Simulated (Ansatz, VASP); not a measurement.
## Two plane-wave programs on ZrB

File INCAR:

```
PREC = Accurate
ENCUT = 520
EDIFF = 1E-6
ISMEAR = 0
SIGMA = 0.15
LREAL = False
LASPH = True
NELM = 60
ALGO = Normal
ISIF = 2
LWAVE = False
LCHARG = False
GGA = CA
NBANDS = 14
```

KPOINTS

```
Automatic mesh
0
Gamma
  16 16 16
```

The input POSCAR:

```
ZrB
1.0
    0.0000000000      2.4153850465      2.5040296777
    2.4153850465      0.0000000000      2.5040296777
    2.4153850465      2.4153850465      0.0000000000
Zr B
1 1
Direct
    0.0000000000      0.0000000000      0.0000000000
    0.5000000000      0.5000000000      0.5000000000
```

Input for Ansatz:

```yaml
crystal:
  lattice:
    - [0.0, 2.4153850465, 2.5040296777]
    - [2.4153850465, 0.0, 2.5040296777]
    - [2.4153850465, 2.4153850465, 0.0]
  atoms:
    - { symbol: Zr, position: [0.0, 0.0, 0.0] }
    - { symbol: B, position: [0.5, 0.5, 0.5] }
basis:
  ecutwfc: 520.0
kpoints:
  mp_grid: { grid: [16, 16, 16] }
hamiltonian:
  xc: lda
scf:
  occupations: { method: gaussian, width: 0.15 }
output:
  forces: true
  stress: true
  eigenvalues: true
```

Change from the starting cell: normal strain along x +0.0000, normal strain along z +0.0367.

Alike in both runs: task single point; functional LDA; k mesh 16 × 16 × 16; occupations gaussian, width 0.15 eV; no spin polarisation.

|  | VASP | Ansatz |
| --- | --- | --- |
| version | VASP 6.6.1 | Ansatz 0.2.0 |
| potentials or method | VASP PAW LDA potentials, release 64 (Zr_sv, B), cutoff 520 eV | scalar-relativistic, plane waves, PAW |
| valence electrons in the cell | 15 | 15 |

Ansatz gave:

* gap on the k mesh at the Fermi level (eV): none
* pressure (GPa): -5.6
* traceless stress, the component that is largest in VASP (GPa): -6.86

Which values does VASP return?

gap on the k mesh at the Fermi level (eV): none; pressure (GPa): -5.3; traceless stress, the component that is largest in VASP (GPa): -6.90.

LDA's correlation is that of Perdew and Zunger in VASP and of Perdew and Wang (1992) in Ansatz. A gap of «none» marks a metal or a gap that the smearing closes.
